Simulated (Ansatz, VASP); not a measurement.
# MnSb: VASP beside Ansatz

File INCAR:

```
ALGO = Normal ; EDIFF = 1E-6
ENCUT = 520 ; GGA = CA
ISIF = 2 ; ISMEAR = -1
ISPIN = 2 ; LASPH = True
LCHARG = False ; LMAXMIX = 4
LORBIT = 11 ; LREAL = False
LWAVE = False ; MAGMOM = 5.2 0
NBANDS = 20 ; NELM = 150
PREC = Accurate ; SIGMA = 0.1
```

The input KPOINTS:

```
k-points
0
Gamma
  9 9 9
```

Contents of POSCAR:

```
MnSb
1.0
    0.0000000000      2.7762569381      2.7762569381
    2.7762569381      0.0000000000      2.7762569381
    2.7762569381      2.7762569381      0.0000000000
Mn Sb
1 1
Direct
    0.0000000000      0.0000000000      0.0000000000
    0.5000000000      0.5000000000      0.5000000000
```

Input for Ansatz:

```yaml
crystal:
  lattice:
    - [0.0, 2.77625693813427, 2.77625693813427]
    - [2.77625693813427, 0.0, 2.77625693813427]
    - [2.77625693813427, 2.77625693813427, 0.0]
  atoms:
    - { symbol: Mn, position: [0.0, 0.0, 0.0], spin: 5.2 }
    - { symbol: Sb, position: [0.5, 0.5, 0.5] }
basis:
  ecutwfc: 500.0
kpoints:
  mp_grid:
    grid: [9, 9, 9]
hamiltonian:
  xc: lda
magnetization:
  spin_polarized: true
scf:
  occupations:
    method: fermi_dirac
    width: 0.1
```

Alike in both runs: task single point; functional LDA; k mesh 9 × 9 × 9; occupations fermi-dirac, width 0.1 eV; collinear spin.

|  | VASP | Ansatz |
| --- | --- | --- |
| version | VASP 6.6.1 | Ansatz 0.2.0 |
| potentials or method | VASP PAW LDA potentials, release 64 (Mn_pv, Sb), cutoff 520 eV | plane waves, PAW |
| valence electrons in the cell | 18 | 30 |

```csv
,VASP,Ansatz,Ansatz less VASP
net moment per atom (μB),1.80,1.84,+0.041
size of the moment on the site where the two differ most (μB),3.50,3.61,+0.110
```

LDA's correlation is that of Perdew and Zunger in VASP and of Perdew and Wang (1992) in Ansatz. Site moments also hang on the region over which each program counts them. VASP's potentials hold 18 valence electrons a cell and Ansatz's 30, so a difference there can come from the potentials and not from the codes. Ansatz's warnings: given moment on shells.

Neither program's run includes spin-orbit coupling.
